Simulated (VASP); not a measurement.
Runs of VASP 6.6.1 on Mo. The structure is that of space group I4/mmm (No. 139), or close to it. The cells are those of the table. 

| cell | gap on the mesh (eV) | pressure (GPa) |
| --- | --- | --- |
| a = 2.745 Å, angles 105.2, 105.2, 118.4°, 1 atom | none | 6.4 |
| a = 2.743 Å, angles 116.5, 108.6, 103.6°, 1 atom | none | (b) |
| a = 2.766 Å, angles 126.0, 102.5, 101.3°, 1 atom | none | 22.4 |
| a = 2.741 Å, angles 106.6, 106.6, 115.4°, 1 atom | none | (c) |
| a = 2.740 Å, angles 112.1, 103.9, 112.5°, 1 atom | none | 2.7 |
| a = 2.743 Å, angles 110.7, 102.5, 115.5°, 1 atom | none | (a) |
| a = 2.745 Å, angles 114.1, 114.1, 100.6°, 1 atom | none | 5.6 |
| a = 2.750 Å, angles 120.5, 104.7, 103.8°, 1 atom | none | 9.7 |

Alike in all rows: task single point; level PBE; potentials or basis VASP PAW PBE potentials, release 64 (Mo_sv); no spin polarisation; k mesh 20 × 20 × 20; cutoff (eV) 520; smearing gaussian 0.15 eV.

Q: Fill in the values left out.

A: (a) 4.5; (b) 4.7; (c) 3.3.

A k mesh can miss the band edges, and the runs leave out spin-orbit coupling on Mo.

A gap of «none» marks levels without a gap at the run's occupations.
